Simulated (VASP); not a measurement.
# MnS (Fm-3m) in VASP: a series of runs, part 2 of 2

VASP 6.6.1. The steps go on from the part before.

## (5) Single point, PBEsol+U, collinear spin, ferromagnetic start

INCAR

```
SYSTEM = MnS
PREC = Accurate ; ENCUT = 600
EDIFF = 1E-6 ; ISMEAR = -1
SIGMA = 0.05 ; LREAL = .FALSE.
LASPH = .TRUE. ; NELM = 200
ALGO = Normal ; ISIF = 2
LWAVE = .FALSE. ; LCHARG = .FALSE.
ISPIN = 2 ; MAGMOM = 4 0
LORBIT = 11 ; LMAXMIX = 4
LDAU = .TRUE. ; LDAUTYPE = 2
LDAUL = 2 -1 ; LDAUU = 8 0
LDAUJ = 0 0 ; LDAUPRINT = 1
GGA = PS ; NBANDS = 22
GGA_COMPAT = .FALSE.
```

KPOINTS

```
regular mesh
0
G
  9 9 9
  0 0 0
```

POSCAR

```
MnS
1.0
    0.0000000000      2.6045000000      2.6045000000
    2.6045000000      0.0000000000      2.6045000000
    2.6045000000      2.6045000000      0.0000000000
Mn S
1 1
Direct
    0.0000000000      0.0000000000      0.0000000000
    0.5000000000      0.5000000000      0.5000000000
```

Potentials or basis: VASP PAW PBE potentials, release 64 (Mn_sv, S).

On the command line:

```console
> cat potpaw_PBE.64/Mn_sv/POTCAR potpaw_PBE.64/S/POTCAR > POTCAR
> mpirun -np 1 vasp_std > vasp.out
```

OUTCAR:

```text
SYSTEM = MnS
   PREC = Accurate
   ENCUT = 600
   EDIFF = 1E-6
   ISMEAR = -1
   LREAL = .FALSE.
   LASPH = .TRUE.
   NELM = 200
   ISIF = 2
   ISPIN = 2
   LORBIT = 11
   GGA = PS

 ion  position               nearest neighbor table
   1  0.000  0.000  0.000-   2 2.60   2 2.60   2 2.60   2 2.60   2 2.60   2 2.60
   2  0.500  0.500  0.500-   1 2.60   1 2.60   1 2.60   1 2.60   1 2.60   1 2.60

  LATTYP: Found a face centered cubic cell.
 ALAT       =     5.2090000000

  Lattice vectors:

 A1 = (   0.0000000000,   2.6045000000,   2.6045000000)
 A2 = (   2.6045000000,   0.0000000000,   2.6045000000)
 A3 = (   2.6045000000,   2.6045000000,   0.0000000000)

Analysis of symmetry for initial positions (statically):
=====================================================================
 Subroutine PRICEL returns:
 Original cell was already a primitive cell.

 Routine SETGRP: Setting up the symmetry group for a
 face centered cubic supercell.

 Subroutine GETGRP returns: Found 48 space group operations
 (whereof 48 operations were pure point group operations)
 out of a pool of 48 trial point group operations.

The static configuration has the point symmetry O_h .

Analysis of symmetry for dynamics (positions and initial velocities):
=====================================================================
 Subroutine PRICEL returns:
 Original cell was already a primitive cell.

 Routine SETGRP: Setting up the symmetry group for a
 face centered cubic supercell.

 Subroutine GETGRP returns: Found 48 space group operations
 (whereof 48 operations were pure point group operations)
 out of a pool of 48 trial point group operations.

The dynamic configuration has the point symmetry O_h .
[... 185 lines left out ...]
  o =  0.9541  v =  0.0000  0.0000 -0.1066 -0.0000  0.9943  0.0000  0.0000  0.0000  0.0000  0.0000      0.0000  0.0000  0.0000  0.0000  0.0000  0.0000  0.0000  0.0000  0.0000  0.0000
  o =  0.9541  v =  0.0000  0.0000 -0.9943  0.0000 -0.1066  0.0000  0.0000  0.0000  0.0000  0.0000      0.0000  0.0000  0.0000  0.0000  0.0000  0.0000  0.0000  0.0000  0.0000  0.0000

 number of electron      20.9999992 magnetization       4.9999992

 Free energy of the ion-electron system (eV)
  ---------------------------------------------------
  ext. energy  EPLUGINS =         0.00000000
  ---------------------------------------------------
  free energy    TOTEN  =       -12.61000287 eV

  energy without entropy =      -12.61000286  energy(sigma->0) =      -12.61000287

 E-fermi :   7.8180     XC(G=0): -10.7841

 val. band max:        7.0174803611   @ k =  -0.3333   0.1111   0.0000
 cond. band min:       8.5450060094   @ k =   0.4444   0.4444   0.0000
 fundamental gap:      1.5275256483
 Fermi energy:         7.8179711051

 spin component 1

 k-point     1 :       0.0000    0.0000    0.0000
  band No.  band energies     occupation
      1     -74.2129      1.00000
      2     -43.0835      1.00000
      3     -43.0835      1.00000
      4     -43.0835      1.00000
      5      -6.7046      1.00000
      6       0.9503      1.00000
[... 1193 lines left out ...]
     21      23.3423      0.00000
     22      26.8440      0.00000

 [... further k-points ...]

------------------------ aborting loop because EDIFF is reached ----------------------------------------

  FORCE on cell =-STRESS in cart. coord.  units (eV):
  Direction    XX          YY          ZZ          XY          YZ          ZX
  --------------------------------------------------------------------------------------
  -------------------------------------------------------------------------------------
  Total        0.2931814      0.2931814      0.2931814      0.0000000     -0.0000000      0.0000000
  in kB       13.2936416     13.2936416     13.2936416      0.0000000     -0.0000000      0.0000000
  external PRESSURE =      13.2936416 kB  Pullay stress =       0.0000000 kB

 VOLUME and BASIS-vectors are now :
 -----------------------------------------------------------------------------
  energy-cutoff  :      600.00
  volume of cell :       35.33
      direct lattice vectors                 reciprocal lattice vectors
     0.000000000  2.604500000  2.604500000    -0.191975427  0.191975427  0.191975427
     2.604500000  0.000000000  2.604500000     0.191975427 -0.191975427  0.191975427
     2.604500000  2.604500000  0.000000000     0.191975427  0.191975427 -0.191975427

 POSITION                                       TOTAL-FORCE (eV/Angst)
 -----------------------------------------------------------------------------------
      0.00000      0.00000      0.00000         0.000000     -0.000000      0.000000
      2.60450      2.60450      2.60450        -0.000000      0.000000     -0.000000
 -----------------------------------------------------------------------------------
    total drift:                               -0.000000      0.000000      0.000000

  FREE ENERGIE OF THE ION-ELECTRON SYSTEM (eV)
  ---------------------------------------------------
  free  energy   TOTEN  =       -12.6100028735 eV

  energy  without entropy=      -12.6100028621  energy(sigma->0) =      -12.61000287

 total charge

# of ion       s       p       d       tot
------------------------------------------
    1        2.126   6.009   4.787  12.922
    2        1.314   2.459   0.000   3.772
--------------------------------------------------
tot          3.440   8.467   4.787  16.694

 magnetization (x)

# of ion       s       p       d       tot
------------------------------------------
    1        0.031   0.019   4.590   4.639
    2        0.016   0.031   0.000   0.047
--------------------------------------------------
tot          0.047   0.050   4.590   4.687
```

OSZICAR:

```text
N       E                     dE             d eps       ncg     rms          rms(c)
DAV:   1     0.259215529491E+03    0.25922E+03   -0.11192E+04  3440   0.121E+03
DAV:   2     0.720667605385E+01   -0.25201E+03   -0.23540E+03  3152   0.384E+02
DAV:   3    -0.847573344853E+01   -0.15682E+02   -0.15434E+02  4284   0.109E+02
DAV:   4    -0.950713416164E+01   -0.10314E+01   -0.10220E+01  5208   0.243E+01
DAV:   5    -0.951295825806E+01   -0.58241E-02   -0.58233E-02  4046   0.181E+00    0.112E+01
DAV:   6    -0.119553463306E+02   -0.24424E+01   -0.12789E+01  4086   0.360E+01    0.109E+01
DAV:   7    -0.125198999934E+02   -0.56455E+00   -0.93520E-01  3932   0.114E+01    0.598E+00
DAV:   8    -0.125971688410E+02   -0.77269E-01   -0.16760E-01  4110   0.474E+00    0.271E+00
DAV:   9    -0.126072392334E+02   -0.10070E-01   -0.99422E-03  4552   0.122E+00    0.964E-01
DAV:  10    -0.126096313067E+02   -0.23921E-02   -0.18083E-03  4278   0.638E-01    0.289E-01
DAV:  11    -0.126097902813E+02   -0.15897E-03   -0.10086E-03  4406   0.301E-01    0.127E-01
DAV:  12    -0.126099639579E+02   -0.17368E-03   -0.75108E-05  4146   0.104E-01    0.787E-02
DAV:  13    -0.126099893622E+02   -0.25404E-04   -0.21461E-05  3716   0.533E-02    0.304E-02
DAV:  14    -0.126100022781E+02   -0.12916E-04   -0.43191E-06  3902   0.256E-02    0.599E-03
DAV:  15    -0.126100028735E+02   -0.59547E-06   -0.49681E-07  2478   0.741E-03
   1 F= -.12610003E+02 E0= -.12610003E+02  d E =-.114581E-07  mag=     5.0000
```

stdout:

```text
POSCAR found type information on POSCAR MnS
 POSCAR found :  2 types and       2 ions
 scaLAPACK will be used
 -----------------------------------------------------------------------------
|                                                                             |
|                                                                             |
|     You enforced a specific xc type in the INCAR file but a different       |
|     I HOPE YOU KNOW WHAT YOU ARE DOING!                                     |
|                                                                             |
 -----------------------------------------------------------------------------

 LDA part: xc-table for (Slater+PW92), standard interpolation
 POSCAR, INCAR and KPOINTS ok, starting setup
 FFT: planning ... GRIDC
 FFT: planning ... GRID_SOFT
 FFT: planning ... GRID
 WAVECAR not read
 entering main loop
```

Run time: 72 s. Hardware: 1 thread of Intel Xeon Platinum 8259CL at 2.50GHz (Skylake/Cascade Lake), shared host; peak memory 0.21 GiB.

What came out:

```yaml
Free_energy: -12.6100 eV
Pressure: 1.3 GPa
Band_gap_on_the_k_mesh: 1.53 eV (least direct gap 3.18 eV)
Net_moment: 5.00 μB per cell
Site_moments: Mn +4.64; S +0.05 μB
Valence_electrons_inside_the_program's_atomic_spheres: Mn 12.92; S 3.77
```

Levels at points of the mesh, in eV from the valence-band top:
Spin up:
```tsv
k point	band 9	band 10	band 11	band 12	band 13	band 14	band 15	band 16	band 17	band 18
(0.00, 0.00, 0.00)	-5.96	-5.96	-0.98	-0.98	-0.98	2.37	8.65	8.65	8.65	11.00
```
Spin down:
```
           k point  band 6  band 7  band 8  band 9  band 10  band 11
(0.00, 0.00, 0.00)   -0.81   -0.81   -0.81    3.37     3.49     3.49
```

Eigenvalues of the final occupation matrices:
```tsv
site	spin	trace	eigenvalues
site 1 d	1	4.71	0.94 0.94 0.94 0.95 0.95
site 1 d	2	0.10	0.01 0.01 0.01 0.04 0.04
```

Caveat: the PAW data sets were made with another functional, which shifts forces and pressure a little; an odd mesh through Γ misses points on the zone boundary, where band edges can lie; a cell with one magnetic atom can't hold antiferromagnetic order, which such compounds often take.

## (6) Single point, PBEsol+U, collinear spin, ferromagnetic start

INCAR

```
SYSTEM = MnS
PREC     = Accurate       ! precision mode
ENCUT    = 600            ! plane-wave cutoff, eV
EDIFF    = 1E-6           ! SCF threshold, eV
ISMEAR   = -1             ! smearing method
SIGMA    = 0.05           ! smearing width, eV
LREAL    = .FALSE.        ! projectors in reciprocal space
LASPH    = .TRUE.         ! aspherical terms in the spheres
NELM     = 200            ! most SCF steps
ALGO     = Normal         ! electronic algorithm
ISIF     = 2              ! what is computed and relaxed
LWAVE    = .FALSE.        ! write WAVECAR
LCHARG   = .TRUE.         ! write CHGCAR
ISPIN    = 2              ! spin polarisation
MAGMOM   = 4 0            ! initial moments
LORBIT   = 11             ! projections on sites
LMAXMIX  = 4              ! l up to which the mixer works
LDAU     = .TRUE.         ! DFT+U
LDAUTYPE = 2            
LDAUL    = 2 -1           ! shell
LDAUU    = 1 0            ! U, eV
LDAUJ    = 0 0          
LDAUPRINT= 1            
GGA      = PS             ! functional
LELF     = .TRUE.         ! ELF
LVHAR    = .TRUE.       
NBANDS   = 22             ! bands
GGA_COMPAT= .FALSE.
```

KPOINTS

```
Automatic mesh
0
G
  9 9 9
  0 0 0
```

POSCAR is that of step 5.

Potentials or basis: VASP PAW PBE potentials, release 64 (Mn_sv, S).

On the command line:

```console
> cat potpaw_PBE.64/Mn_sv/POTCAR potpaw_PBE.64/S/POTCAR > POTCAR
> mpirun -np 1 vasp_std > vasp.out
```

Run time: 74 s. Hardware: 1 thread of Intel Xeon Platinum 8259CL at 2.50GHz (Skylake/Cascade Lake), shared host; peak memory 0.21 GiB.

It converged, with:

```
Free energy                                           : -14.5079 eV
Pressure                                              : -5.3 GPa
Net moment                                            : 4.84 μB per cell
Site moments                                          : Mn +4.18; S +0.11 μB
Valence electrons inside the program's atomic spheres : Mn 12.78; S 3.71
```

Levels at points of the mesh, in eV from the Fermi level:
Spin up:
| k point | band 10 | band 11 | band 12 | band 13 | band 14 | band 15 | band 16 | band 17 |
| --- | --- | --- | --- | --- | --- | --- | --- | --- |
| (0.00, 0.00, 0.00) | -3.73 | -1.88 | -1.88 | -1.88 | 1.55 | 8.39 | 8.39 | 8.39 |
Spin down:
| k point | band 5 | band 6 | band 7 | band 8 | band 9 | band 10 | band 11 | band 12 |
| --- | --- | --- | --- | --- | --- | --- | --- | --- |
| (0.00, 0.00, 0.00) | -14.27 | -1.62 | -1.62 | -1.62 | 0.59 | 0.59 | 0.59 | 0.66 |

Eigenvalues of the final occupation matrices:
```csv
site,spin,trace,eigenvalues
site 1 d,1,4.40,0.88 0.88 0.88 0.88 0.88
site 1 d,2,0.26,0.03 0.03 0.03 0.08 0.08
```

Caveat: the cell stands under tension; the PAW data sets were made with another functional, which shifts forces and pressure a little; a cell with one magnetic atom can't hold antiferromagnetic order, which such compounds often take.

## (7) Summary

```tsv
level	potentials or basis	U	k mesh	cutoff (eV)	k mesh for the DOS	occupations for the DOS	gap on the mesh (eV)	pressure (GPa)	moment (μB)
PBE+U	VASP PAW PBE potentials, release 64 (Mn_pv, S)	Mn d U = 3.0 eV	7 × 7 × 7	520	11 × 11 × 11	tetrahedron	-	-	5.00
PBE+U	VASP PAW PBE potentials, release 64 (Mn_pv, S)	Mn d U = 4.0 eV	7 × 7 × 7	520	11 × 11 × 11	tetrahedron	-	-	5.00
PBE+U	VASP PAW PBE potentials, release 64 (Mn_pv, S)	Mn d U = 5.0 eV	7 × 7 × 7	520	11 × 11 × 11	tetrahedron	-	-	5.00
PBEsol+U	VASP PAW PBE potentials, release 64 (Mn_sv, S)	Mn d U = 8.0 eV	9 × 9 × 9	600	-	-	1.53	1.3	5.00
PBEsol+U	VASP PAW PBE potentials, release 64 (Mn_sv, S)	Mn d U = 1.0 eV	9 × 9 × 9	600	-	-	none	-5.3	4.84
```

Alike in all rows: task single point; spin collinear, ferromagnetic start; cell as given; smearing fermi-dirac 0.05 eV.

Caveats: a cell with one magnetic atom can't hold antiferromagnetic order, which such compounds often take; the PAW data sets were made with another functional, which shifts forces and pressure a little (at least some runs); an odd mesh through Γ misses points on the zone boundary, where band edges can lie (at least some runs); the cell stands under tension (at least some runs).

Absolute energies hang on the potentials; compare differences alone.
